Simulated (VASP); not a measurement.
# H2C9 in VASP: a series of runs

Runs on H2C9. Level: LDA. Tasks: single point.

Everything below comes from runs of VASP 6.6.1. Logs are shortened: lines on timing, memory, paths and dates and some standing lists are left out, and cuts for length are marked.

## (1) The cell of the first run

The cell holds a slab with vacuum, 22 atoms: a = 2.497 Å, b = 4.995 Å, c = 20.566 Å, α = 90.00°, β = 90.00°, γ = 90.00°.

## (2) Single point, LDA

File INCAR:

```
PREC = Accurate
ENCUT = 520
EDIFF = 1E-7
ISMEAR = 0
SIGMA = 0.05
LREAL = Auto
LASPH = True
NELM = 60
ALGO = Normal
ISIF = 2
LWAVE = False
LCHARG = True
LDIPOL = True
IDIPOL = 3
DIPOL = 0.5 0.5 0.359
LELF = True
LVHAR = True
LVACPOTAV = True
NBANDS = 55
```

File KPOINTS:

```
regular mesh
0
Gamma
  10 5 1
```

File POSCAR:

```
H2C9
1.0
    2.4973154970      0.0000000000      0.0000000000
    0.0000000000      4.9946309939      0.0000000000
    0.0000000000      0.0000000000     20.5658806949
C H
18 4
Direct
    0.0000000000      0.2500000000      0.2262196243
    0.0000000000      0.7500000000      0.2262196243
    0.0000000000      0.5000000000      0.2691516229
    0.0000000000      0.0000000000      0.2691516229
    0.5000000000      0.5000000000      0.3120836215
    0.5000000000      0.0000000000      0.3120836215
    0.5000000000      0.7500000000      0.3550156201
    0.5000000000      0.2500000000      0.3550156201
    0.0000000000      0.7530313510      0.3975499372
    0.0000000000      0.2468380464      0.3981615387
    0.0000000000     -0.0038331369      0.4444652903
    0.0000000000      0.5023709257      0.4374177361
    0.5000000000     -0.0054353640      0.4900518680
    0.5000000000      0.5058470495      0.4777440770
    0.5000000000      0.2622726034      0.5261282737
    0.5000000000      0.7274777912      0.5316489450
    0.0000000000      0.3617827757      0.5546335562
    0.0000000000      0.6331311745      0.5684914602
   -0.2843917683      0.2504266612      0.1890712551
    0.2843917683      0.2504266612      0.1890712551
    0.2843917683      0.7495733388      0.1890712551
   -0.2843917683      0.7495733388      0.1890712551
```

Potentials or basis: VASP PAW LDA potentials, release 64 (C, H).

Started as:

```
$ cat potpaw_LDA.64/C/POTCAR potpaw_LDA.64/H/POTCAR > POTCAR
$ mpirun -np 1 vasp_std > vasp.out
```

OUTCAR:

```text
PREC = Accurate
   ENCUT = 520
   EDIFF = 1E-7
   ISMEAR = 0
   LREAL = Auto
   LASPH = True
   NELM = 60
   ISIF = 2

 ion  position               nearest neighbor table
   1  0.000  0.250  0.226-  19 1.04  20 1.04   3 1.53   4 1.53
   2  0.000  0.750  0.226-  21 1.04  22 1.04   3 1.53   4 1.53
   3  0.000  0.500  0.269-   1 1.53   2 1.53   5 1.53   5 1.53
   4  0.000  0.000  0.269-   1 1.53   2 1.53   6 1.53   6 1.53
   5  0.500  0.500  0.312-   7 1.53   8 1.53   3 1.53   3 1.53
   6  0.500  0.000  0.312-   7 1.53   8 1.53   4 1.53   4 1.53
[... 8 lines left out ...]
  15  0.500  0.262  0.526-  17 1.47  17 1.47  13 1.53  14 1.57
  16  0.500  0.727  0.532-  18 1.53  18 1.53  14 1.57  13 1.58
  17  0.000  0.362  0.555-  18 1.38  15 1.47  15 1.47
  18  0.000  0.633  0.568-  17 1.38  16 1.53  16 1.53
  19  0.716  0.250  0.189-   1 1.04
  20  0.284  0.250  0.189-   1 1.04
  21  0.284  0.750  0.189-   2 1.04
  22  0.716  0.750  0.189-   2 1.04

  LATTYP: Found a simple orthorhombic cell.
 ALAT       =     2.4973154970
 B/A-ratio  =     2.0000000000
 C/A-ratio  =     8.2351952405

  Lattice vectors:

 A1 = (   2.4973154970,   0.0000000000,   0.0000000000)
 A2 = (   0.0000000000,   4.9946309939,   0.0000000000)
 A3 = (   0.0000000000,   0.0000000000,  20.5658806949)

Analysis of symmetry for initial positions (statically):
=====================================================================
 Subroutine PRICEL returns:
 Original cell was already a primitive cell.

 Routine SETGRP: Setting up the symmetry group for a
 simple orthorhombic supercell.

 Subroutine GETGRP returns: Found  2 space group operations
 (whereof  2 operations were pure point group operations)
 out of a pool of  8 trial point group operations.

The static configuration has the point symmetry C_1h.

Analysis of symmetry for dynamics (positions and initial velocities):
=====================================================================
 Subroutine PRICEL returns:
 Original cell was already a primitive cell.

 Routine SETGRP: Setting up the symmetry group for a
 simple orthorhombic supercell.

 Subroutine GETGRP returns: Found  2 space group operations
 (whereof  2 operations were pure point group operations)
 out of a pool of  8 trial point group operations.

The dynamic configuration has the point symmetry C_1h.

 Subroutine INISYM returns: Found  2 space group operations
 (whereof  2 operations are pure point group operations),
 and found     1 'primitive' translations

----------------------------------------------------------------------------------------

                                     Primitive cell

  volume of cell :     256.5217

  direct lattice vectors                    reciprocal lattice vectors
     2.497315497  0.000000000  0.000000000     0.400429982  0.000000000  0.000000000
     0.000000000  4.994630994  0.000000000     0.000000000  0.200214991  0.000000000
     0.000000000  0.000000000 20.565880695     0.000000000  0.000000000  0.048624225

  length of vectors
     2.497315497  4.994630994 20.565880695     0.400429982  0.200214991  0.048624225

  position of ions in fractional coordinates (direct lattice)
     0.000000000  0.250000000  0.226219624
     0.000000000  0.750000000  0.226219624
     0.000000000  0.500000000  0.269151623
     0.000000000  0.000000000  0.269151623
     0.500000000  0.500000000  0.312083622
     0.500000000  0.000000000  0.312083622
[... 14 lines left out ...]
     0.284391768  0.749573339  0.189071255
     0.715608232  0.749573339  0.189071255

  ion indices of the primitive-cell ions
   primitive index   ion index
                 1           1
                 2           2
                 3           3
                 4           4
                 5           5
                 6           6
[... 14 lines left out ...]
                21          21
                22          22

----------------------------------------------------------------------------------------

 KPOINTS: regular mesh

Automatic generation of k-mesh.
 Grid dimensions read from file:
 generate k-points for:   10    5    1

 Generating k-lattice:

  Cartesian coordinates                     Fractional coordinates (reciprocal lattice)
     0.040042998  0.000000000  0.000000000     0.100000000  0.000000000  0.000000000
     0.000000000  0.040042998  0.000000000     0.000000000  0.200000000  0.000000000
     0.000000000  0.000000000  0.048624225     0.000000000  0.000000000  1.000000000

  Length of vectors
     0.040042998  0.040042998  0.048624225

  Shift w.r.t. Gamma in fractional coordinates (k-lattice)
     0.000000000  0.000000000  0.000000000

 Subroutine IBZKPT returns following result:
 ===========================================

 Found     18 irreducible k-points:

 Following reciprocal coordinates:
            Coordinates               Weight
  0.000000  0.000000  0.000000      1.000000
  0.100000  0.000000  0.000000      2.000000
  0.200000  0.000000  0.000000      2.000000
  0.300000  0.000000  0.000000      2.000000
  0.400000  0.000000  0.000000      2.000000
  0.500000  0.000000  0.000000      1.000000
[... 10 lines left out ...]
  0.400000  0.400000  0.000000      4.000000
  0.500000  0.400000  0.000000      2.000000
   k-points           NKPTS =     18   k-points in BZ     NKDIM =     18   number of bands    NBANDS=     55
   number of dos      NEDOS =    301   number of ions     NIONS =     22
   total plane-waves  NPLWV = 128000
   dimension x,y,z NGX =    20 NGY =   40 NGZ =  160
   dimension x,y,z NGXF=    40 NGYF=   80 NGZF=  320
   ions per type =              18   4
   NGX,Y,Z   is equivalent  to a cutoff of  13.31, 13.31, 12.93 a.u.
   NGXF,Y,Z  is equivalent  to a cutoff of  26.63, 26.63, 25.87 a.u.
 SYSTEM =  unknown system
   PREC   = accura    normal or accurate (medium, high low for compatibility)
   ISTART =      0    job   : 0-new  1-cont  2-samecut
   ICHARG =      2    charge: 1-file 2-atom 10-const
   ISPIN  =      1    spin polarized calculation?
   LNONCOLLINEAR =      F non collinear calculations
   LSORBIT =      F    spin-orbit coupling
   LASPH  =      T    aspherical Exc in radial PAW
   ENCUT  =  520.0 eV  38.22 Ry    6.18 a.u.   4.64  9.29 38.24*2*pi/ulx,y,z
   NELM   =     60;   NELMIN=  2; NELMDL= -5     # of ELM steps
   EDIFF  = 0.1E-06   stopping-criterion for ELM
   LREAL  =      T    real-space projection
   EDIFFG = 0.1E-05   stopping-criterion for IOM
   NSW    =      0    number of steps for IOM
   IBRION =     -1    ionic relax: 0-MD 1-quasi-New 2-CG
   NFREE  =      0    steps in history (QN), initial steepest desc. (CG)
   ISIF   =      2    stress and relaxation
   ISYM   =      2    0-nonsym 1-usesym 2-fastsym
   POTIM  = 0.5000    time-step for ionic-motion
   TEBEG  =    0.0;   TEEND  =   0.0 temperature during run
   PSTRESS=    0.0 pullay stress
   NELECT =      76.0000    total number of electrons
   NUPDOWN=      -1.0000    fix difference up-down
   EMIN   =  10.00;   EMAX   =-10.00  energy-range for DOS
   EFERMI =   0.00;   METHOD = LEGACY
   ISMEAR =     0;   SIGMA  =   0.05  broadening in eV -4-tet -1-fermi 0-gaus
   EFERMI_NEDOS =   21; number of points for ismear=-14 and -15
   IALGO  =     38    algorithm
   IMIX   =      4    mixing-type and parameters
     AMIX     =   0.40;   BMIX     =  1.00
     AMIX_MAG =   1.60;   BMIX_MAG =  1.00
  volume/ion in A,a.u.               =      11.66        78.69
  Fermi-wavevector in a.u.,A,eV,Ry     =   1.091368  2.062387 16.205691  1.191085
  Thomas-Fermi vector in A             =   2.227612
   LORBIT       =      0    0 simple, 1 ext, 2 COOP (PROOUT), +10 PAW based schemes
   GGA     = CA    functional components
   LHFCALC =     F    Hartree Fock is set to
   AEXX    =    0.0000 exact exchange contribution
   IVDW    =     0    specifies the selected vdW correction
   LEPSILON=     F    determine dielectric tensor
   LRPA    =     F    only Hartree local field effects (RPA)
 non-spin polarized calculation
 Gauss-broadening in eV      SIGMA  =   0.05
  energy-cutoff  :      520.00
  volume of cell :      256.52
 maximum number of plane-waves:      6975
 NGX is ok and might be reduce to    20
   NGX =  9   NGY = 19   NGZ = 77

 dipolmoment           0.000000      0.000000     -0.000137 electrons x Angstroem

 number of electron      76.0000012 magnetization

 dipolmoment           0.000000      0.000000      0.284798 electrons x Angstroem

 Free energy of the ion-electron system (eV)
  ---------------------------------------------------
  ext. energy  EPLUGINS =         0.00000000
  ---------------------------------------------------
  free energy    TOTEN  =      -187.98694955 eV

  energy without entropy =     -187.98694955  energy(sigma->0) =     -187.98694955

 E-fermi :   2.2527     XC(G=0):  -6.5619

 val. band max:        2.0350975699   @ k =   0.0000   0.0000   0.0000
 cond. band min:       3.1923436059   @ k =   0.0000   0.0000   0.0000
 fundamental gap:      1.1572460360
 Fermi energy:         2.2527401591

 k-point     1 :       0.0000    0.0000    0.0000
  band No.  band energies     occupation
      1     -19.8757      2.00000
      2     -18.8958      2.00000
      3     -17.2638      2.00000
      4     -15.3114      2.00000
      5     -15.2043      2.00000
      6     -15.0566      2.00000
[... 42 lines left out ...]
     49       7.7008      0.00000
     50       7.8348      0.00000

 k-point     2 :       0.1000    0.0000    0.0000
  band No.  band energies     occupation
      1     -19.6883      2.00000
      2     -18.7105      2.00000
      3     -17.0823      2.00000
      4     -15.1331      2.00000
      5     -15.0269      2.00000
      6     -14.8807      2.00000
[... 42 lines left out ...]
     49       7.8793      0.00000
     50       7.9940      0.00000

 k-point     3 :       0.2000    0.0000    0.0000
  band No.  band energies     occupation
      1     -19.1282      2.00000
      2     -18.1574      2.00000
      3     -16.5429      2.00000
      4     -14.6046      2.00000
      5     -14.4979      2.00000
      6     -14.3620      2.00000
[... 42 lines left out ...]
     49       8.4051      0.00000
     50       8.6113      0.00000

 k-point     4 :       0.3000    0.0000    0.0000
  band No.  band energies     occupation
      1     -18.2024      2.00000
      2     -17.2461      2.00000
      3     -15.6688      2.00000
      4     -13.7727      2.00000
      5     -13.6304      2.00000
      6     -13.5444      2.00000
[... 678 lines left out ...]
     49       9.4788      0.00000
     50       9.5990      0.00000

 k-point    17 :       0.4000    0.4000    0.0000
  band No.  band energies     occupation
      1     -16.3455      2.00000
      2     -15.5589      2.00000
      3     -15.0051      2.00000
      4     -14.2448      2.00000
      5     -13.7007      2.00000
      6     -13.0499      2.00000
[... 42 lines left out ...]
     49       9.3826      0.00000
     50       9.7691      0.00000

 k-point    18 :       0.5000    0.4000    0.0000
  band No.  band energies     occupation
      1     -14.8231      2.00000
      2     -14.7364      2.00000
      3     -14.1755      2.00000
      4     -13.9154      2.00000
      5     -13.5172      2.00000
      6     -13.5135      2.00000
[... 42 lines left out ...]
     49       9.4847      0.00000
     50       9.6973      0.00000
 [bands above 50 left out]

------------------------ aborting loop because EDIFF is reached ----------------------------------------

  FORCE on cell =-STRESS in cart. coord.  units (eV):
  Direction    XX          YY          ZZ          XY          YZ          ZX
  --------------------------------------------------------------------------------------
  -------------------------------------------------------------------------------------
  Total       35.5860082     -2.1395785     -2.8838636      0.0000000      0.0045302      0.0000000
  in kB      222.2622592    -13.3633297    -18.0119677      0.0000000      0.0282943      0.0000000
  external PRESSURE =      63.6289873 kB  Pullay stress =       0.0000000 kB

 VOLUME and BASIS-vectors are now :
 -----------------------------------------------------------------------------
  energy-cutoff  :      520.00
  volume of cell :      256.52
      direct lattice vectors                 reciprocal lattice vectors
     2.497315497  0.000000000  0.000000000     0.400429982  0.000000000  0.000000000
     0.000000000  4.994630994  0.000000000     0.000000000  0.200214991  0.000000000
     0.000000000  0.000000000 20.565880695     0.000000000  0.000000000  0.048624225

 POSITION                                       TOTAL-FORCE (eV/Angst)
 -----------------------------------------------------------------------------------
      0.00000      1.24866      4.65241         0.000000     -0.000783      1.903381
      0.00000      3.74597      4.65241         0.000000      0.001105      1.910635
      0.00000      2.49732      5.53534         0.000000     -0.011475     -1.785487
      0.00000      0.00000      5.53534         0.000000      0.012268     -1.830203
      1.24866      2.49732      6.41827         0.000000      0.004257      0.080377
      1.24866      0.00000      6.41827         0.000000      0.000597     -0.267410
[... 14 lines left out ...]
      0.71022      3.74384      3.88842         0.034631      0.000112     -0.034606
      1.78710      3.74384      3.88842        -0.034631      0.000112     -0.034606
 -----------------------------------------------------------------------------------
    total drift:                                0.000000     -0.008869     -0.009806

  FREE ENERGIE OF THE ION-ELECTRON SYSTEM (eV)
  ---------------------------------------------------
  free  energy   TOTEN  =      -187.9869495540 eV

  energy  without entropy=     -187.9869495540  energy(sigma->0) =     -187.98694955

 vacuum level on the upper side and lower side of the slab         7.997         3.865
```

Wall time 5.3 min (1 thread of Intel Xeon 6975P-C (Granite Rapids), shared host); peak memory 0.35 GiB.

What came out:

| Item | Value |
| --- | --- |
| Free energy | -187.9869 eV |
| Largest force | 2.882 eV/Å |
| Band gap on the k mesh | 1.16 eV |

Forces on the atoms (eV/Å):
```
C    0.000 -0.001  1.903
C    0.000  0.001  1.911
C    0.000 -0.011 -1.785
C    0.000  0.012 -1.830
C    0.000  0.004  0.080
C    0.000  0.001 -0.267
C    0.000  0.877 -0.277
C    0.000 -0.880  0.120
C    0.000  0.020 -0.005
C    0.000 -0.014 -0.001
C    0.000 -0.007  0.002
C    0.000 -0.001  0.008
C    0.000  0.002  0.008
C    0.000  0.014 -0.025
C    0.000 -0.039  0.010
C    0.000  0.032  0.000
C    0.000 -0.051  2.882
C    0.000  0.038 -2.593
H   -0.035  0.001 -0.035
H    0.035  0.001 -0.035
H    0.035  0.000 -0.035
H   -0.035  0.000 -0.035
```

## (3) Single point, LDA

File INCAR:

```
SYSTEM = H2C9
PREC = Accurate
ENCUT = 520
EDIFF = 1E-6
ISMEAR = 0
SIGMA = 0.05
LREAL = Auto
LASPH = .True.
NELM = 60
ALGO = Normal
ISIF = 2
LWAVE = .False.
LCHARG = .False.
LDIPOL = .True.
IDIPOL = 3
DIPOL = 0.5 0.5 0.361
GGA = CA
NBANDS = 55
```

File KPOINTS:

```
regular mesh
0
Gamma
  10 5 1
  0 0 0
```

File POSCAR:

```
H2C9
1.0
    2.4973154970      0.0000000000      0.0000000000
    0.0000000000      4.9946309939      0.0000000000
    0.0000000000      0.0000000000     20.5658806949
C H
18 4
Direct
    0.0000000000      0.2500000000      0.2262196243
    0.0000000000      0.7500000000      0.2262196243
    0.0000000000      0.5000000000      0.2691516229
    0.0000000000      0.0000000000      0.2691516229
    0.5000000000      0.5000000000      0.3120836215
    0.5000000000      0.0000000000      0.3120836215
    0.5000000000      0.7500000000      0.3550156201
    0.5000000000      0.2500000000      0.3550156201
    0.0000000000      0.7525861033      0.3990590752
    0.0000000000      0.2473954269      0.3995725460
    0.0000000000     -0.0033459809      0.4468812958
    0.0000000000      0.5021636328      0.4402483552
    0.5000000000     -0.0044785931      0.4935967433
    0.5000000000      0.5053866939      0.4817785221
    0.5000000000      0.2637195811      0.5310224671
    0.5000000000      0.7273435462      0.5365074571
    0.0000000000      0.3612694240      0.5617326930
    0.0000000000      0.6342453377      0.5752502274
   -0.2843917683      0.2504266612      0.1890712551
    0.2843917683      0.2504266612      0.1890712551
    0.2843917683      0.7495733388      0.1890712551
   -0.2843917683      0.7495733388      0.1890712551
```

Potentials or basis: VASP PAW LDA potentials, release 64 (C, H).

Started as:

```
$ cat potpaw_LDA.64/C/POTCAR potpaw_LDA.64/H/POTCAR > POTCAR
$ mpirun -np 1 vasp_std > vasp.out
```

Run time: 4.6 min. Hardware: 1 thread of Intel Xeon 6975P-C (Granite Rapids), shared host; peak memory 0.35 GiB.

It converged, with:

- Free energy: -187.8805 eV
- Largest force: 3.589 eV/Å
- Band gap on the k mesh: 1.09 eV (least direct gap 1.11 eV)

Forces in eV/Å, atoms in the order of the input:
```
C    0.000  0.002  1.907
C    0.000 -0.002  1.913
C    0.000 -0.009 -1.782
C    0.000  0.010 -1.819
C    0.000  0.004  0.266
C    0.000 -0.001 -0.025
C    0.000  0.757  0.701
C    0.000 -0.756  1.006
C    0.000  0.013 -0.006
C    0.000 -0.011 -0.001
C    0.000 -0.020  0.012
C    0.000  0.009  0.010
C    0.000  0.020  0.004
C    0.000  0.005 -0.029
C    0.000 -0.031  0.007
C    0.000  0.026  0.003
C    0.000 -0.059  1.569
C    0.000  0.045 -3.589
H   -0.035 -0.001 -0.037
H    0.035 -0.001 -0.037
H    0.035  0.001 -0.037
H   -0.035  0.001 -0.037
```

Levels at points of the mesh, in eV from the valence-band top:
```
           k point  band 34  band 35  band 36  band 37  band 38  band 39  band 40  band 41  band 42  band 43
(0.00, 0.00, 0.00)    -1.75    -1.41    -0.62    -0.55     0.00     1.11     2.07     2.96     3.91     4.17
(0.50, 0.00, 0.00)    -3.46    -3.14    -3.03    -2.57    -1.96     1.09     3.78     3.94     4.48     5.24
```
